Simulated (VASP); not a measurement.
# SrO (Fm-3m) in VASP: further runs

Runs on SrO. Level: PBE. Tasks: electric field gradients.

All numbers are computed with VASP 6.6.1; they aren't measurements. Logs are shortened: lines on timing, memory, paths and dates and some standing lists are left out, and cuts for length are marked.

## (1) The cell of the first run

It takes space group Fm-3m (No. 225, cubic). The conventional cell has a = 5.224 Å, b = 5.224 Å, c = 5.224 Å, α = 90.00°, β = 90.00°, γ = 90.00°. Sr (site symmetry m-3m) has 6 O at 2.61 Å within 3.4 Å. Within 3.4 Å of O (site symmetry m-3m) lie 6 Sr at 2.61 Å.

## (2) Electric field gradients, PBE (volume scaled by 1.05)

INCAR reads:

```
PREC     = Accurate       # precision mode
ENCUT    = 520            # plane-wave cutoff, eV
EDIFF    = 1E-8           # SCF threshold, eV
ISMEAR   = -1             # smearing method
SIGMA    = 0.02           # smearing width, eV
LREAL    = False          # projectors in reciprocal space
LASPH    = True           # aspherical terms in the spheres
NELM     = 60             # most SCF steps
ALGO     = Normal         # electronic algorithm
ISIF     = 2              # what is computed and relaxed
LWAVE    = False          # write WAVECAR
LCHARG   = False          # write CHGCAR
GGA      = PE             # functional
LEFG     = True         
NBANDS   = 15             # bands
```

KPOINTS reads:

```
Automatic mesh
0
Gamma
  8 8 8
```

POSCAR reads:

```
SrO
1.0
    0.0000000000      2.6119353577      2.6119353577
    2.6119353577      0.0000000000      2.6119353577
    2.6119353577      2.6119353577      0.0000000000
Sr O
1 1
Direct
    0.0000000000      0.0000000000      0.0000000000
    0.5000000000      0.5000000000      0.5000000000
```

Potentials or basis: VASP PAW PBE potentials, release 64 (Sr_sv, O).

Run with:

```
$ cat potpaw_PBE.64/Sr_sv/POTCAR potpaw_PBE.64/O/POTCAR > POTCAR
$ mpirun -np 1 vasp_std > vasp.out
```

OUTCAR:

```text
PREC = Accurate
   ENCUT = 520
   EDIFF = 1E-8
   ISMEAR = -1
   LREAL = False
   LASPH = True
   NELM = 60
   ISIF = 2
   GGA = PE

 ion  position               nearest neighbor table
   1  0.000  0.000  0.000-   2 2.61   2 2.61   2 2.61   2 2.61   2 2.61   2 2.61
   2  0.500  0.500  0.500-   1 2.61   1 2.61   1 2.61   1 2.61   1 2.61   1 2.61

  LATTYP: Found a face centered cubic cell.
 ALAT       =     5.2238707154

  Lattice vectors:

 A1 = (   0.0000000000,   2.6119353577,   2.6119353577)
 A2 = (   2.6119353577,   0.0000000000,   2.6119353577)
 A3 = (   2.6119353577,   2.6119353577,   0.0000000000)

Analysis of symmetry for initial positions (statically):
=====================================================================
 Subroutine PRICEL returns:
 Original cell was already a primitive cell.

 Routine SETGRP: Setting up the symmetry group for a
 face centered cubic supercell.

 Subroutine GETGRP returns: Found 48 space group operations
 (whereof 48 operations were pure point group operations)
 out of a pool of 48 trial point group operations.

The static configuration has the point symmetry O_h .

Analysis of symmetry for dynamics (positions and initial velocities):
=====================================================================
 Subroutine PRICEL returns:
 Original cell was already a primitive cell.

 Routine SETGRP: Setting up the symmetry group for a
 face centered cubic supercell.

 Subroutine GETGRP returns: Found 48 space group operations
 (whereof 48 operations were pure point group operations)
 out of a pool of 48 trial point group operations.

The dynamic configuration has the point symmetry O_h .

 Subroutine INISYM returns: Found 48 space group operations
 (whereof 48 operations are pure point group operations),
 and found     1 'primitive' translations

----------------------------------------------------------------------------------------

                                     Primitive cell

  volume of cell :      35.6383

  direct lattice vectors                    reciprocal lattice vectors
     0.000000000  2.611935358  2.611935358    -0.191428934  0.191428934  0.191428934
     2.611935358  0.000000000  2.611935358     0.191428934 -0.191428934  0.191428934
     2.611935358  2.611935358  0.000000000     0.191428934  0.191428934 -0.191428934

  length of vectors
     3.693834407  3.693834407  3.693834407     0.331564639  0.331564639  0.331564639

  position of ions in fractional coordinates (direct lattice)
     0.000000000  0.000000000  0.000000000
     0.500000000  0.500000000  0.500000000

  ion indices of the primitive-cell ions
   primitive index   ion index
                 1           1
                 2           2

----------------------------------------------------------------------------------------

 KPOINTS: Automatic mesh

Automatic generation of k-mesh.
 Grid dimensions read from file:
 generate k-points for:    8    8    8

 Generating k-lattice:

  Cartesian coordinates                     Fractional coordinates (reciprocal lattice)
    -0.023928617  0.023928617  0.023928617     0.125000000  0.000000000  0.000000000
     0.023928617 -0.023928617  0.023928617     0.000000000  0.125000000  0.000000000
     0.023928617  0.023928617 -0.023928617     0.000000000  0.000000000  0.125000000

  Length of vectors
     0.041445580  0.041445580  0.041445580

  Shift w.r.t. Gamma in fractional coordinates (k-lattice)
     0.000000000  0.000000000  0.000000000

 Subroutine IBZKPT returns following result:
 ===========================================

 Found     29 irreducible k-points:

 Following reciprocal coordinates:
            Coordinates               Weight
  0.000000  0.000000  0.000000      1.000000
  0.125000  0.000000  0.000000      8.000000
  0.250000  0.000000  0.000000      8.000000
  0.375000  0.000000  0.000000      8.000000
  0.500000  0.000000  0.000000      4.000000
  0.125000  0.125000  0.000000      6.000000
[... 16 lines left out ...]
  0.500000  0.250000  0.125000     48.000000
 -0.375000  0.250000  0.125000     24.000000
 [... further k-points ...]
   k-points           NKPTS =     29   k-points in BZ     NKDIM =     29   number of bands    NBANDS=     15
   number of dos      NEDOS =    301   number of ions     NIONS =      2
   total plane-waves  NPLWV =  21952
   dimension x,y,z NGX =    28 NGY =   28 NGZ =   28
   dimension x,y,z NGXF=    56 NGYF=   56 NGZF=   56
   ions per type =               1   1
   NGX,Y,Z   is equivalent  to a cutoff of  12.60, 12.60, 12.60 a.u.
   NGXF,Y,Z  is equivalent  to a cutoff of  25.20, 25.20, 25.20 a.u.
 SYSTEM =  unknown system
   PREC   = accura    normal or accurate (medium, high low for compatibility)
   ISTART =      0    job   : 0-new  1-cont  2-samecut
   ICHARG =      2    charge: 1-file 2-atom 10-const
   ISPIN  =      1    spin polarized calculation?
   LNONCOLLINEAR =      F non collinear calculations
   LSORBIT =      F    spin-orbit coupling
   LASPH  =      T    aspherical Exc in radial PAW
   ENCUT  =  520.0 eV  38.22 Ry    6.18 a.u.   6.87  6.87  6.87*2*pi/ulx,y,z
   NELM   =     60;   NELMIN=  2; NELMDL= -5     # of ELM steps
   EDIFF  = 0.1E-07   stopping-criterion for ELM
   LREAL  =      F    real-space projection
   EDIFFG = 0.1E-06   stopping-criterion for IOM
   NSW    =      0    number of steps for IOM
   IBRION =     -1    ionic relax: 0-MD 1-quasi-New 2-CG
   NFREE  =      0    steps in history (QN), initial steepest desc. (CG)
   ISIF   =      2    stress and relaxation
   ISYM   =      2    0-nonsym 1-usesym 2-fastsym
   POTIM  = 0.5000    time-step for ionic-motion
   TEBEG  =    0.0;   TEEND  =   0.0 temperature during run
   PSTRESS=    0.0 pullay stress
   NELECT =      16.0000    total number of electrons
   NUPDOWN=      -1.0000    fix difference up-down
   EMIN   =  10.00;   EMAX   =-10.00  energy-range for DOS
   EFERMI =   0.00;   METHOD = LEGACY
   ISMEAR =    -1;   SIGMA  =   0.02  broadening in eV -4-tet -1-fermi 0-gaus
   EFERMI_NEDOS =   21; number of points for ismear=-14 and -15
   IALGO  =     38    algorithm
   IMIX   =      4    mixing-type and parameters
     AMIX     =   0.40;   BMIX     =  1.00
     AMIX_MAG =   1.60;   BMIX_MAG =  1.00
  volume/ion in A,a.u.               =      17.82       120.25
  Fermi-wavevector in a.u.,A,eV,Ry     =   1.253552  2.368870 21.380099  1.571393
  Thomas-Fermi vector in A             =   2.387399
   LORBIT       =      0    0 simple, 1 ext, 2 COOP (PROOUT), +10 PAW based schemes
   GGA     = PE    functional components
   LHFCALC =     F    Hartree Fock is set to
   AEXX    =    0.0000 exact exchange contribution
   IVDW    =     0    specifies the selected vdW correction
   LEPSILON=     F    determine dielectric tensor
   LRPA    =     F    only Hartree local field effects (RPA)
 non-spin polarized calculation
  energy-cutoff  :      520.00
  volume of cell :       35.64
 maximum number of plane-waves:       982
   NGX = 13   NGY = 13   NGZ = 13

 number of electron      16.0000002 magnetization

 Free energy of the ion-electron system (eV)
  ---------------------------------------------------
  ext. energy  EPLUGINS =         0.00000000
  ---------------------------------------------------
  free energy    TOTEN  =       -12.05433064 eV

  energy without entropy =      -12.05433064  energy(sigma->0) =      -12.05433064

 E-fermi :   1.8582     XC(G=0):  -9.8046

 val. band max:        1.4460037595   @ k =   0.0000   0.0000   0.0000
 cond. band min:       4.7326515651   @ k =   0.5000   0.5000   0.0000
 fundamental gap:      3.2866478055
 Fermi energy:         1.8581584504

 k-point     1 :       0.0000    0.0000    0.0000
  band No.  band energies     occupation
      1     -31.1142      2.00000
      2     -13.5844      2.00000
      3     -12.7973      2.00000
      4     -12.7973      2.00000
      5     -12.7973      2.00000
      6       1.4460      2.00000
      7       1.4460      2.00000
      8       1.4460      2.00000
      9       5.0993      0.00000
     10       7.5490      0.00000
     11       7.5490      0.00000
     12       7.5490      0.00000
     13       9.6116      0.00000
     14       9.6116      0.00000
     15      13.9228      0.00000
[... 397 lines left out ...]
 k-point    24 :      -0.3750    0.2500    0.1250
  band No.  band energies     occupation
      1     -30.9856      2.00000
      2     -14.7433      2.00000
      3     -13.1295      2.00000
      4     -12.9922      2.00000
      5     -11.9441      2.00000
      6      -0.0735      2.00000
      7       0.6263      2.00000
      8       0.6824      2.00000
      9       7.6393      0.00000
     10       7.9879      0.00000
     11      10.3622      0.00000
     12      10.6404      0.00000
     13      12.6034      0.00000
     14      13.8814      0.00000
     15      14.2172      0.00000

 [... further k-points ...]
[... 5 lines left out ...]
  --------------------------------------------------------------------------------------
  -------------------------------------------------------------------------------------
  Total       -0.1971584     -0.1971584     -0.1971584      0.0000000      0.0000000     -0.0000000
  in kB       -8.8635685     -8.8635685     -8.8635685      0.0000000      0.0000000     -0.0000000
  external PRESSURE =      -8.8635685 kB  Pullay stress =       0.0000000 kB

 VOLUME and BASIS-vectors are now :
 -----------------------------------------------------------------------------
  energy-cutoff  :      520.00
  volume of cell :       35.64
      direct lattice vectors                 reciprocal lattice vectors
     0.000000000  2.611935358  2.611935358    -0.191428934  0.191428934  0.191428934
     2.611935358  0.000000000  2.611935358     0.191428934 -0.191428934  0.191428934
     2.611935358  2.611935358  0.000000000     0.191428934  0.191428934 -0.191428934

 POSITION                                       TOTAL-FORCE (eV/Angst)
 -----------------------------------------------------------------------------------
      0.00000      0.00000      0.00000        -0.000000     -0.000000     -0.000000
      2.61194      2.61194      2.61194         0.000000      0.000000      0.000000
 -----------------------------------------------------------------------------------
    total drift:                                0.000000      0.000000      0.000000

  FREE ENERGIE OF THE ION-ELECTRON SYSTEM (eV)
  ---------------------------------------------------
  free  energy   TOTEN  =       -12.0543306368 eV

  energy  without entropy=      -12.0543306368  energy(sigma->0) =      -12.05433064

 Electric field gradients (V/A^2)
---------------------------------------------------------------------
 ion       V_xx      V_yy      V_zz      V_xy      V_xz      V_yz
---------------------------------------------------------------------
   1      -0.000     0.000     0.000    -0.000    -0.000    -0.000
   2      -0.000    -0.000     0.000     0.001     0.001     0.001
---------------------------------------------------------------------

 Electric field gradients after diagonalization (V/A^2)
 (convention: |V_zz| > |V_xx| > |V_yy|)
----------------------------------------------------------------------
 ion       V_xx      V_yy      V_zz     asymmetry (V_yy - V_xx)/ V_zz
----------------------------------------------------------------------
   1       0.000     0.000    -0.000       0.000
   2      -0.001    -0.001     0.002       0.000
----------------------------------------------------------------------

           NMR quadrupolar parameters

 Cq : quadrupolar parameter    Cq=e*Q*V_zz/h
 eta: asymmetry parameters     (V_yy - V_xx)/ V_zz
 Q  : nuclear electric quadrupole moment in mb (millibarn)
----------------------------------------------------------------------
 ion       Cq(MHz)       eta       Q (mb)
----------------------------------------------------------------------
   1      -0.000       0.000       1.000
   2       0.000       0.000       1.000
----------------------------------------------------------------------
```

Wall time 8.8 s (1 thread of Intel Xeon 6975P-C (Granite Rapids), shared host); peak memory 0.16 GiB.

Results:

* Free energy: -12.0543 eV
* Pressure: -0.9 GPa
* Band gap on the k mesh: 3.29 eV, indirect (least direct gap 3.40 eV)

Levels at points of the mesh, in eV from the valence-band top:
| k point | band 6 | band 7 | band 8 | band 9 | band 10 | band 11 |
| --- | --- | --- | --- | --- | --- | --- |
| (0.00, 0.00, 0.00) | 0.00 | 0.00 | 0.00 | 3.65 | 6.10 | 6.10 |
| (0.50, 0.00, 0.00) | -2.08 | -1.05 | -1.05 | 6.35 | 8.08 | 8.57 |
| (0.50, 0.50, 0.00) | -0.51 | -0.12 | -0.12 | 3.29 | 7.45 | 9.86 |

Caveat: without QUAD_EFG the Cq values of the log hold for a quadrupole moment of 1 mb, not for the nuclei. A k mesh can miss the band edges.

## (3) Electric field gradients, PBE (volume scaled by 1.06)

Changes to INCAR since step 2:

```diff
@@ -7,3 +7,3 @@
 LASPH    = True           # aspherical terms in the spheres
-NELM     = 60             # most SCF steps
+NELM     = 100            # most SCF steps
 ALGO     = Normal         # electronic algorithm
```

KPOINTS is that of step 2.

POSCAR reads:

```
SrO
1.0
    0.0000000000      2.6202010311      2.6202010311
    2.6202010311      0.0000000000      2.6202010311
    2.6202010311      2.6202010311      0.0000000000
Sr O
1 1
Direct
    0.0000000000      0.0000000000      0.0000000000
    0.5000000000      0.5000000000      0.5000000000
```

Potentials or basis: VASP PAW PBE potentials, release 64 (Sr_sv, O).

Run with:

```
$ cat potpaw_PBE.64/Sr_sv/POTCAR potpaw_PBE.64/O/POTCAR > POTCAR
$ mpirun -np 1 vasp_std > vasp.out
```

OUTCAR:

```text
PREC = Accurate
   ENCUT = 520
   EDIFF = 1E-8
   ISMEAR = -1
   LREAL = False
   LASPH = True
   NELM = 100
   ISIF = 2
   GGA = PE

 ion  position               nearest neighbor table
   1  0.000  0.000  0.000-   2 2.62   2 2.62   2 2.62   2 2.62   2 2.62   2 2.62
   2  0.500  0.500  0.500-   1 2.62   1 2.62   1 2.62   1 2.62   1 2.62   1 2.62

  LATTYP: Found a face centered cubic cell.
 ALAT       =     5.2404020622

  Lattice vectors:

 A1 = (   0.0000000000,   2.6202010311,   2.6202010311)
 A2 = (   2.6202010311,   0.0000000000,   2.6202010311)
 A3 = (   2.6202010311,   2.6202010311,   0.0000000000)

Analysis of symmetry for initial positions (statically):
[... 641 lines left out ...]
  free  energy   TOTEN  =       -12.0518797285 eV

  energy  without entropy=      -12.0518797285  energy(sigma->0) =      -12.05187973

 Electric field gradients (V/A^2)
---------------------------------------------------------------------
 ion       V_xx      V_yy      V_zz      V_xy      V_xz      V_yz
---------------------------------------------------------------------
   1       0.000    -0.000     0.000    -0.000    -0.000    -0.000
   2       0.000     0.000    -0.000     0.001     0.001     0.001
---------------------------------------------------------------------

 Electric field gradients after diagonalization (V/A^2)
 (convention: |V_zz| > |V_xx| > |V_yy|)
----------------------------------------------------------------------
 ion       V_xx      V_yy      V_zz     asymmetry (V_yy - V_xx)/ V_zz
----------------------------------------------------------------------
   1       0.000     0.000    -0.000       0.000
   2      -0.001    -0.001     0.002       0.000
----------------------------------------------------------------------

           NMR quadrupolar parameters

 Cq : quadrupolar parameter    Cq=e*Q*V_zz/h
 eta: asymmetry parameters     (V_yy - V_xx)/ V_zz
 Q  : nuclear electric quadrupole moment in mb (millibarn)
----------------------------------------------------------------------
 ion       Cq(MHz)       eta       Q (mb)
----------------------------------------------------------------------
   1      -0.000       0.000       1.000
   2       0.000       0.000       1.000
----------------------------------------------------------------------
```

OSZICAR:

```text
N       E                     dE             d eps       ncg     rms          rms(c)
DAV:   1     0.688195096363E+02    0.68820E+02   -0.83959E+03   870   0.103E+03
DAV:   2    -0.109435469131E+02   -0.79763E+02   -0.74003E+02  1206   0.219E+02
DAV:   3    -0.141897119414E+02   -0.32462E+01   -0.32320E+01  1123   0.399E+01
DAV:   4    -0.142489696259E+02   -0.59258E-01   -0.59248E-01  1071   0.540E+00
DAV:   5    -0.142510053419E+02   -0.20357E-02   -0.20357E-02  1105   0.758E-01    0.149E+01
DAV:   6    -0.122212907003E+02    0.20297E+01   -0.69263E+00   891   0.191E+01    0.174E+01
DAV:   7    -0.120613118054E+02    0.15998E+00   -0.34528E-01   982   0.507E+00    0.101E+01
DAV:   8    -0.120503587697E+02    0.10953E-01   -0.12472E-01  1094   0.358E+00    0.357E-01
DAV:   9    -0.120512392690E+02   -0.88050E-03   -0.65972E-03  1042   0.525E-01    0.236E-01
DAV:  10    -0.120516894590E+02   -0.45019E-03   -0.44685E-04   954   0.204E-01    0.928E-02
DAV:  11    -0.120518597640E+02   -0.17031E-03   -0.18549E-04   940   0.101E-01    0.276E-02
DAV:  12    -0.120518804407E+02   -0.20677E-04   -0.30477E-05   912   0.390E-02    0.201E-02
DAV:  13    -0.120518800338E+02    0.40694E-06   -0.13693E-06  1003   0.109E-02    0.365E-03
DAV:  14    -0.120518797151E+02    0.31867E-06   -0.19417E-07  1136   0.327E-03    0.220E-03
DAV:  15    -0.120518796992E+02    0.15880E-07   -0.12700E-08   955   0.118E-03    0.389E-04
DAV:  16    -0.120518797103E+02   -0.11032E-07   -0.10606E-09   484   0.287E-04    0.212E-04
DAV:  17    -0.120518797278E+02   -0.17537E-07   -0.48493E-10   442   0.172E-04    0.936E-06
DAV:  18    -0.120518797285E+02   -0.63460E-09   -0.12346E-10   435   0.687E-05
   1 F= -.12051880E+02 E0= -.12051880E+02  d E =-.337127E-13
```

stdout:

```text
POSCAR found type information on POSCAR SrO
 POSCAR found :  2 types and       2 ions
 scaLAPACK will be used
 LDA part: xc-table for (Slater+PW92), standard interpolation
 POSCAR, INCAR and KPOINTS ok, starting setup
 FFT: planning ... GRIDC
 FFT: planning ... GRID_SOFT
 FFT: planning ... GRID
 WAVECAR not read
 entering main loop
ion   1

ion   2
```

It took 9.1 s on 1 thread of Intel Xeon 6975P-C (Granite Rapids), shared host; peak memory 0.16 GiB.

What came out:

| Property | Result |
| --- | --- |
| Free energy | -12.0519 eV |
| Pressure | -1.6 GPa |
| Band gap on the k mesh | 3.29 eV, indirect (least direct gap 3.41 eV) |

Caveat: without QUAD_EFG the Cq values of the log hold for a quadrupole moment of 1 mb, not for the nuclei. A k mesh can miss the band edges.
